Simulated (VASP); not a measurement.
A run of VASP 6.6.1 is set up as follows.

Contents of INCAR:

```
ALGO = Normal ; EDIFF = 1E-7
ENCUT = 520 ; GGA = PE
ISIF = 2 ; ISMEAR = -1
LASPH = True ; LCHARG = False
LREAL = False ; LWAVE = False
NBANDS = 13 ; NELM = 80
PREC = Accurate ; SIGMA = 0.1
```

KPOINTS

```
k-points
0
Gamma
  14 14 13
```

The input POSCAR:

```
AlCo
1.0
    2.6687871179      0.0000000000      0.0000000000
   -1.3343935590      2.3112374414      0.0000000000
    0.0000000000      0.0000000000      3.7435960255
Co Al
1 1
Direct
    0.0000000000      0.0000000000      0.0000000000
    0.3333333333      0.6666666667      0.5000000000
```

Potentials or basis: VASP PAW PBE potentials, release 64 (Co, Al).

The run is started by

```console
$ cat potpaw_PBE.64/Co/POTCAR potpaw_PBE.64/Al/POTCAR > POTCAR
$ mpirun -np 1 vasp_std > vasp.out
```

(1) Predict the band gap on the k mesh.

(2) Estimate the pressure.

## Answers

(1) zero (band 6 reaches 11.24 eV, above the bottom of band 7 at 9.58 eV).

(2) 10.0 GPa.
